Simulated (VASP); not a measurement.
# Ag (I4/mmm) in VASP: notebook

Ag is run at these levels: PBEsol; tasks: single point.

Everything below comes from runs of VASP 6.6.1. Logs are shortened: lines on timing, memory, paths and dates and some standing lists are left out, and cuts for length are marked.

## 1. The cell of the first run

The structure is tetragonal, space group I4/mmm (No. 139). The conventional cell has a = 3.121 Å, b = 3.121 Å, c = 4.250 Å, α = 90.00°, β = 90.00°, γ = 90.00°. Within 4.0 Å of Ag (site symmetry 4/mmm) lie 12 Ag at 3.06 to 3.12 Å.

## 2. Single point, PBEsol (strain +0.080 along x and y, +0.040 along z)

The input, INCAR:

```
ALGO     = Fast           # electronic algorithm
EDIFF    = 1E-6           # SCF threshold, eV
ENCUT    = 520            # plane-wave cutoff, eV
GGA      = PS             # functional
ISIF     = 2              # what is computed and relaxed
ISMEAR   = 0              # smearing method
LASPH    = T              # aspherical terms in the spheres
LCHARG   = T              # write CHGCAR
LELF     = T              # ELF
LREAL    = F              # projectors in reciprocal space
LVHAR    = T            
LWAVE    = F              # write WAVECAR
NBANDS   = 12             # bands
NELM     = 60             # most SCF steps
PREC     = Accurate       # precision mode
SIGMA    = 0.15           # smearing width, eV
```

The input, KPOINTS:

```
k-points
0
Gamma
  20 20 20
```

The input, POSCAR:

```
Ag
1.0
    0.0000000000      2.2065480000      2.1248240000
    2.2065480000      0.0000000000      2.1248240000
    2.2065480000      2.2065480000      0.0000000000
Ag
1
Direct
    0.0000000000      0.0000000000      0.0000000000
```

Potentials or basis: VASP PAW PBE potentials, release 64 (Ag).

The run is started by

```
> cat potpaw_PBE.64/Ag/POTCAR > POTCAR
> mpirun -np 1 vasp_std > vasp.out
```

OUTCAR:

```text
EDIFF = 1E-6
   ENCUT = 520
   GGA = PS
   ISIF = 2
   ISMEAR = 0
   LASPH = T
   LREAL = F
   NELM = 60
   PREC = Accurate

 ion  position               nearest neighbor table
   1  0.000  0.000  0.000-

  LATTYP: Found a body centered tetragonal cell.
 ALAT       =     3.1205301076
 C/A-ratio  =     1.3618352823

  Lattice vectors:

 A1 = (   0.0000000000,  -2.2065480000,  -2.1248240000)
 A2 = (   0.0000000000,   2.2065480000,  -2.1248240000)
 A3 = (   2.2065480000,   0.0000000000,   2.1248240000)

Analysis of symmetry for initial positions (statically):
=====================================================================
 Subroutine PRICEL returns:
 Original cell was already a primitive cell.

 Routine SETGRP: Setting up the symmetry group for a
 body centered tetragonal supercell.

 Subroutine GETGRP returns: Found 16 space group operations
 (whereof 16 operations were pure point group operations)
 out of a pool of 16 trial point group operations.

The static configuration has the point symmetry D_4h.

Analysis of symmetry for dynamics (positions and initial velocities):
=====================================================================
 Subroutine PRICEL returns:
 Original cell was already a primitive cell.

 Routine SETGRP: Setting up the symmetry group for a
 body centered tetragonal supercell.

 Subroutine GETGRP returns: Found 16 space group operations
 (whereof 16 operations were pure point group operations)
 out of a pool of 16 trial point group operations.

The dynamic configuration has the point symmetry D_4h.

 Subroutine INISYM returns: Found 16 space group operations
 (whereof 16 operations are pure point group operations),
 and found     1 'primitive' translations

----------------------------------------------------------------------------------------

                                     Primitive cell

  volume of cell :      20.6909

  direct lattice vectors                    reciprocal lattice vectors
     0.000000000  2.206548000  2.124824000    -0.226598288  0.226598288  0.235313607
     2.206548000  0.000000000  2.124824000     0.226598288 -0.226598288  0.235313607
     2.206548000  2.206548000  0.000000000     0.226598288  0.226598288 -0.235313607

  length of vectors
     3.063287631  3.063287631  3.120530108     0.397575228  0.397575228  0.397575228

  position of ions in fractional coordinates (direct lattice)
     0.000000000  0.000000000  0.000000000

  ion indices of the primitive-cell ions
   primitive index   ion index
                 1           1

[... 78 lines left out ...]
   ISYM   =      2    0-nonsym 1-usesym 2-fastsym
   POTIM  = 0.5000    time-step for ionic-motion
   TEBEG  =    0.0;   TEEND  =   0.0 temperature during run
   PSTRESS=    0.0 pullay stress
   NELECT =      11.0000    total number of electrons
   NUPDOWN=      -1.0000    fix difference up-down
   EMIN   =  10.00;   EMAX   =-10.00  energy-range for DOS
   EFERMI =   0.00;   METHOD = LEGACY
   ISMEAR =     0;   SIGMA  =   0.15  broadening in eV -4-tet -1-fermi 0-gaus
   EFERMI_NEDOS =   21; number of points for ismear=-14 and -15
   IALGO  =     68    algorithm
   IMIX   =      4    mixing-type and parameters
     AMIX     =   0.40;   BMIX     =  1.00
     AMIX_MAG =   1.60;   BMIX_MAG =  1.00
  volume/ion in A,a.u.               =      20.69       139.63
  Fermi-wavevector in a.u.,A,eV,Ry     =   1.326211  2.506175 23.930396  1.758834
  Thomas-Fermi vector in A             =   2.455614
   LORBIT       =      0    0 simple, 1 ext, 2 COOP (PROOUT), +10 PAW based schemes
   GGA     = PS    functional components
   LHFCALC =     F    Hartree Fock is set to
   AEXX    =    0.0000 exact exchange contribution
   IVDW    =     0    specifies the selected vdW correction
   LEPSILON=     F    determine dielectric tensor
   LRPA    =     F    only Hartree local field effects (RPA)
 non-spin polarized calculation
 RMM-DIIS sequential band-by-band and
 Gauss-broadening in eV      SIGMA  =   0.15
  energy-cutoff  :      520.00
  volume of cell :       20.69
 maximum number of plane-waves:       572
   NGX = 11   NGY = 11   NGZ = 11

 number of electron      11.0000001 magnetization

 Free energy of the ion-electron system (eV)
  ---------------------------------------------------
  ext. energy  EPLUGINS =         0.00000000
  ---------------------------------------------------
  free energy    TOTEN  =        -3.08813161 eV

  energy without entropy =       -3.08517426  energy(sigma->0) =       -3.08665294

 E-fermi :   5.8359     XC(G=0): -11.2947

 val. band max:        5.8310303624   @ k =  -0.1500   0.3500   0.2500
 cond. band min:       5.8522060201   @ k =   0.4500   0.0000   0.3500
 fundamental gap:      0.0211756577
 Fermi energy:         5.8359085815

 k-point     1 :       0.0000    0.0000    0.0000
  band No.  band energies     occupation
      1      -0.6887      2.00000
      2       1.6043      2.00000
      3       1.6043      2.00000
      4       1.7735      2.00000
      5       2.3081      2.00000
      6       2.4798      2.00000
      7      21.2871      0.00000
      8      23.6377      0.00000
      9      23.6377      0.00000
     10      23.8575      0.00000
     11      28.0795      0.00000
     12      28.1257      0.00000
[... 331 lines left out ...]
 k-point    24 :      -0.3500    0.0500    0.0000
  band No.  band energies     occupation
      1       0.6109      2.00000
      2       1.6557      2.00000
      3       1.7822      2.00000
      4       2.6816      2.00000
      5       2.7355      2.00000
      6       3.8084      2.00000
      7      11.6246      0.00000
      8      20.7639      0.00000
      9      21.4662      0.00000
     10      22.2750      0.00000
     11      25.7170      0.00000
     12      26.3834      0.00000

 [... further k-points ...]
[... 5 lines left out ...]
  --------------------------------------------------------------------------------------
  -------------------------------------------------------------------------------------
  Total       -1.8070949     -1.8070949     -1.7243015      0.0000000     -0.0000000     -0.0000000
  in kB     -139.9303164   -139.9303164   -133.5193058      0.0000000     -0.0000000     -0.0000000
  external PRESSURE =    -137.7933128 kB  Pullay stress =       0.0000000 kB

 VOLUME and BASIS-vectors are now :
 -----------------------------------------------------------------------------
  energy-cutoff  :      520.00
  volume of cell :       20.69
      direct lattice vectors                 reciprocal lattice vectors
     0.000000000  2.206548000  2.124824000    -0.226598288  0.226598288  0.235313607
     2.206548000  0.000000000  2.124824000     0.226598288 -0.226598288  0.235313607
     2.206548000  2.206548000  0.000000000     0.226598288  0.226598288 -0.235313607

 POSITION                                       TOTAL-FORCE (eV/Angst)
 -----------------------------------------------------------------------------------
      0.00000      0.00000      0.00000         0.000000      0.000000      0.000000
 -----------------------------------------------------------------------------------
    total drift:                               -0.000000      0.000000     -0.000000

  FREE ENERGIE OF THE ION-ELECTRON SYSTEM (eV)
  ---------------------------------------------------
  free  energy   TOTEN  =        -3.0881316129 eV

  energy  without entropy=       -3.0851742635  energy(sigma->0) =       -3.08665294
```

OSZICAR:

```text
N       E                     dE             d eps       ncg     rms          rms(c)
DAV:   1     0.506042873326E+02    0.50604E+02   -0.53358E+03 15624   0.804E+02
DAV:   2    -0.254063035132E+01   -0.53145E+02   -0.49993E+02 17648   0.184E+02
DAV:   3    -0.335593644811E+01   -0.81531E+00   -0.81476E+00 18192   0.246E+01
DAV:   4    -0.335847008148E+01   -0.25336E-02   -0.25335E-02 17732   0.144E+00
DAV:   5    -0.335849284957E+01   -0.22768E-04   -0.22768E-04 18196   0.126E-01    0.359E+00
RMM:   6    -0.309364629937E+01    0.26485E+00   -0.49510E-01 15449   0.618E+00    0.224E+00
RMM:   7    -0.309026697287E+01    0.33793E-02   -0.63453E-03 16845   0.885E-01    0.138E+00
RMM:   8    -0.308814024913E+01    0.21267E-02   -0.42264E-04 17525   0.216E-01    0.147E-01
RMM:   9    -0.308813071479E+01    0.95343E-05   -0.61537E-05 18123   0.670E-02    0.410E-02
RMM:  10    -0.308813120430E+01   -0.48952E-06   -0.11400E-05 17874   0.290E-02    0.633E-03
RMM:  11    -0.308813161287E+01   -0.40857E-06   -0.28446E-06 14877   0.113E-02
   1 F= -.30881316E+01 E0= -.30866529E+01  d E =-.295735E-02
```

Run time: 53 s. Hardware: 1 thread of AMD EPYC 9R45 (Zen 5), shared host; peak memory 0.23 GiB.

What came out:

```
Free energy : -3.0881 eV
Pressure    : -13.8 GPa
```

Stress tensor (GPa, compression positive):
```
-13.99   0.00   0.00
  0.00 -13.99   0.00
  0.00   0.00 -13.35
```

Levels at points of the mesh, in eV from the Fermi level:
| k point | band 2 | band 3 | band 4 | band 5 | band 6 | band 7 | band 8 | band 9 | band 10 | band 11 |
| --- | --- | --- | --- | --- | --- | --- | --- | --- | --- | --- |
| (0.00, 0.00, 0.00) | -4.23 | -4.23 | -4.06 | -3.53 | -3.36 | 15.45 | 17.80 | 17.80 | 18.02 | 22.24 |
| (0.50, 0.00, 0.00) | -4.27 | -4.10 | -2.91 | -2.83 | 0.03 | 2.63 | 14.52 | 15.42 | 16.41 | 19.86 |
| (0.50, 0.50, 0.00) | -5.24 | -2.90 | -2.71 | -2.71 | 2.09 | 5.88 | 9.23 | 9.23 | 14.44 | 14.64 |
| (0.50, 0.00, 0.50) | -5.25 | -2.90 | -2.79 | -2.67 | 1.53 | 5.06 | 9.83 | 9.87 | 15.10 | 15.22 |

Caveat: the cell differs from its parent crystal (strain +0.080 along x and y, +0.040 along z); the PAW data sets were made with another functional, which shifts forces and pressure a little.

## 3. Single point, PBEsol (strain -0.080 along x and y, -0.040 along z)

The input, INCAR:

```
ALGO = Fast
EDIFF = 1E-6
ENCUT = 520
GGA = PS
ISIF = 2
ISMEAR = 0
LASPH = T
LCHARG = F
LREAL = F
LWAVE = F
NBANDS = 12
NELM = 60
PREC = Accurate
SIGMA = 0.15
```

KPOINTS is that of step 2.

The input, POSCAR:

```
Ag
1.0
    0.0000000000      1.8796520000      1.9613760000
    1.8796520000      0.0000000000      1.9613760000
    1.8796520000      1.8796520000      0.0000000000
Ag
1
Direct
    0.0000000000      0.0000000000      0.0000000000
```

Potentials or basis: VASP PAW PBE potentials, release 64 (Ag).

The run is started by

```
> cat potpaw_PBE.64/Ag/POTCAR > POTCAR
> mpirun -np 1 vasp_std > vasp.out
```

Wall time 37 s (1 thread of AMD EPYC 9R45 (Zen 5), shared host); peak memory 0.18 GiB.

Results (log left out):

| Item | Value |
| --- | --- |
| Free energy | -3.0500 eV |
| Pressure | 36.3 GPa |

Stress tensor (GPa, compression positive):
```
37.51  0.00  0.00
 0.00 37.51  0.00
 0.00  0.00 33.74
```

Levels at points of the mesh, in eV from the Fermi level:
```csv
k point,band 2,band 3,band 4,band 5,band 6,band 7,band 8,band 9,band 10,band 11
"(0.00, 0.00, 0.00)",-5.97,-5.58,-5.58,-4.43,-4.02,16.23,20.37,21.35,21.35,26.46
"(0.50, 0.00, 0.00)",-5.94,-5.58,-3.15,-2.99,-1.12,4.87,15.39,19.50,20.39,25.43
"(0.50, 0.50, 0.00)",-7.87,-3.09,-2.79,-2.79,0.72,7.69,12.17,12.17,20.38,20.60
"(0.50, 0.00, 0.50)",-7.85,-3.13,-2.91,-2.61,1.58,8.88,11.24,11.45,19.60,19.86
```

Caveat: the cell differs from its parent crystal (strain -0.080 along x and y, -0.040 along z); the PAW data sets were made with another functional, which shifts forces and pressure a little.
